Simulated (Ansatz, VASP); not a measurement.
Given: the input of a run of Ansatz 0.2.0 on InP.

The input input.yaml:

```yaml
crystal:
  lattice:
    - [0.0, 2.9305, 2.9305]
    - [2.9305, 0.0, 2.9305]
    - [2.9305, 2.9305, 0.0]
  atoms:
    - { symbol: In, position: [0.0, 0.0, 0.0] }
    - { symbol: P, position: [0.75, 0.75, 0.75] }
hamiltonian:
  xc: { exchange: pbesol, correlation: pbesol, exx: { coeff: 0.25 } }
  pseudopotentials: { kind: paw }
kpoints:
  mp_grid: { grid: [4, 4, 4] }
scf:
  occupations: { method: fermi_dirac, width: 0.05 }
output:
  forces: true
  stress: true
  eigenvalues: true
```

Potentials or basis: Ansatz PAW.

Run with:

```console
$ ansatz run input.yaml --threads 2 --pin off --max-ram 5632MiB --backend cpu --events-out ev --progress --plain --runs-dir out
```

Question: Set up the same calculation for VASP 6.6.1. Potentials there: VASP PAW PBE potentials, release 64 (In_d, P).

Answer: As run (the cutoff follows the program's own potentials):

POSCAR

```
InP
1.0
    0.0000000000      2.9305000000      2.9305000000
    2.9305000000      0.0000000000      2.9305000000
    2.9305000000      2.9305000000      0.0000000000
In P
1 1
Direct
    0.0000000000      0.0000000000      0.0000000000
    0.7500000000      0.7500000000      0.7500000000
```

File INCAR.step1:

```
PREC = Accurate
ENCUT = 520
EDIFF = 1E-5
ISMEAR = -1
SIGMA = 0.05
LREAL = False
LASPH = True
NELM = 80
ALGO = Normal
ISIF = 2
LWAVE = True
LCHARG = False
GGA = PE
NBANDS = 16
```

File INCAR.step2:

```
PREC = Accurate
ENCUT = 520
EDIFF = 1E-6
ISMEAR = -1
SIGMA = 0.05
LREAL = False
LASPH = True
NELM = 80
ALGO = Normal
ISIF = 2
LWAVE = False
LCHARG = False
GGA = PS
LHFCALC = True
AEXX = 0.25
PRECFOCK = Normal
ISTART = 1
NBANDS = 16
```

The input KPOINTS:

```
regular mesh
0
Gamma
  4 4 4
```

Potentials or basis: VASP PAW PBE potentials, release 64 (In_d, P).

Command:

```sh
$ cat potpaw_PBE.64/In_d/POTCAR potpaw_PBE.64/P/POTCAR > POTCAR
$ cp INCAR.step1 INCAR
$ mpirun -np 1 vasp_std > vasp.out
$ cp INCAR.step2 INCAR
$ mpirun -np 1 vasp_std > vasp.out
```

Both were run:

|  | VASP | Ansatz | Ansatz less VASP |
| --- | --- | --- | --- |
| gap on the k mesh at the Fermi level (eV) | 2.15 | 2.09 | -0.052 |
| least direct gap on the mesh (eV) | 2.15 | 2.09 | -0.052 |
| pressure (GPa) | -0.8 | -0.4 | +0.35 |

VASP's potentials were made for PBE, not for PBEsol-based global hybrid. With one functional, cell and mesh, what is left measures potentials, basis and numerics.

The k mesh is coarse, so the values compare programs but aren't converged.
